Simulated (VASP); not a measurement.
ZnO, 4 atoms in the cell. Symmetry: P6_3mc, No. 186, hexagonal system. The conventional cell has a = 3.249 Å, b = 3.249 Å, c = 5.206 Å, α = 90.00°, β = 90.00°, γ = 120.00°. Zn (site symmetry 3m) has 4 O at 1.97 to 1.98 Å within 2.6 Å. O (site symmetry 3m) has 4 Zn at 1.97 to 1.98 Å within 2.6 Å. 

```yaml
Program: VASP 6.6.1
Task: single point
Functional: PBE
Potentials_or_basis: VASP PAW PBE potentials, release 64 (Zn, O_h)
Cutoff: 1340 eV
k_mesh: 9 × 9 × 5
Occupations: gaussian, width 0.018 eV
Spin: no spin polarisation
Dipole_correction: no
Further_INCAR_settings: ALGO = Normal; EDIFF = 1e-06; NBANDS = 26
```

Potentials or basis: VASP PAW PBE potentials, release 64 (Zn, O_h).

The run is started by

```console
$ cat potpaw_PBE.64/Zn/POTCAR potpaw_PBE.64/O_h/POTCAR > POTCAR
$ mpirun -np 1 vasp_std > vasp.out
```

Hardware: 1 thread of Intel(R) Xeon(R) Platinum 8259CL CPU @ 2.50GHz (Skylake/Cascade Lake), on a shared host.

Problem. Estimate the wall time of this run.

Solution. Run time: 2.5 min on 1 thread of Intel(R) Xeon(R) Platinum 8259CL CPU @ 2.50GHz (Skylake/Cascade Lake) (shared host), peak memory 0.4 GiB. Counts: scf iterations 15, k points 36.
